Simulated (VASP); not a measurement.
MnS, 2 atoms in the cell. Symmetry: Fm-3m, No. 225, cubic system. The conventional cell has a = 5.209 Å, b = 5.209 Å, c = 5.209 Å, α = 90.00°, β = 90.00°, γ = 90.00°. Mn (site symmetry m-3m) has 6 S at 2.60 Å within 3.4 Å. S (site symmetry m-3m) has 6 Mn at 2.60 Å within 3.4 Å. 

```yaml
Program: VASP 6.6.1
Task: single point
Functional: PBE
Potentials_or_basis: VASP PAW PBE potentials, release 64 (Mn_pv, S)
Cutoff: 520 eV
k_mesh: 9 × 9 × 9
Occupations: fermi-dirac, width 0.15 eV
Spin: collinear spin, ferromagnetic start
Starting_moments: "[5.01, 0.08] μB"
Hubbard_terms: Mn d U = 6.2 eV
Dipole_correction: no
Further_INCAR_settings: ALGO = Normal; EDIFF = 1e-06; NBANDS = 20
```

Potentials or basis: VASP PAW PBE potentials, release 64 (Mn_pv, S).

Command:

```console
$ cat potpaw_PBE.64/Mn_pv/POTCAR potpaw_PBE.64/S/POTCAR > POTCAR
$ mpirun -np 1 vasp_std > vasp.out
```

Hardware: 1 thread of Intel(R) Xeon(R) Platinum 8259CL CPU @ 2.50GHz (Skylake/Cascade Lake), with other jobs on the host.

Q: How long does it take, and how much memory?

A: It took 47 s on 1 thread of Intel(R) Xeon(R) Platinum 8259CL CPU @ 2.50GHz (Skylake/Cascade Lake), with other jobs on the host, peak memory 0.19 GiB. Counts: scf iterations 15, k points 35.
